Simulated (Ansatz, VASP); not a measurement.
Ca in VASP and in Ansatz

```xyz
2
Lattice="3.9800 0.0000 0.0000 -1.9900 3.4468 0.0000 0.0000 0.0000 6.5200" Properties=species:S:1:pos:R:3 pbc="T T T"
Ca    0.0966    2.2859    1.5158
Ca    1.9900    1.1489    4.8900
```

Change from the starting cell: one atom moved.

Alike in both runs: task single point; functional PBE; k mesh 12 × 12 × 6; occupations gaussian, width 0.1 eV; no spin polarisation.

```csv
,VASP,Ansatz
version,VASP 6.6.1,Ansatz 0.2.0
potentials or method,"VASP PAW PBE potentials, release 64 (Ca_sv), cutoff 520 eV","scalar-relativistic, plane waves, PAW"
valence electrons in the cell,20,20
```

```tsv
	VASP	Ansatz	Ansatz less VASP
gap on the k mesh at the Fermi level (eV)	none	none	-
pressure (GPa)	-0.8	-0.8	0.00
traceless stress, the component that is largest in VASP (GPa)	-0.15	-0.15	0.000
rms of the force components (eV/Å)	0.095	0.095	0.0000
```

Atom by atom the forces differ by 0.000 eV/Å (rms over components). A gap of «none» marks a metal or a gap that the smearing closes.
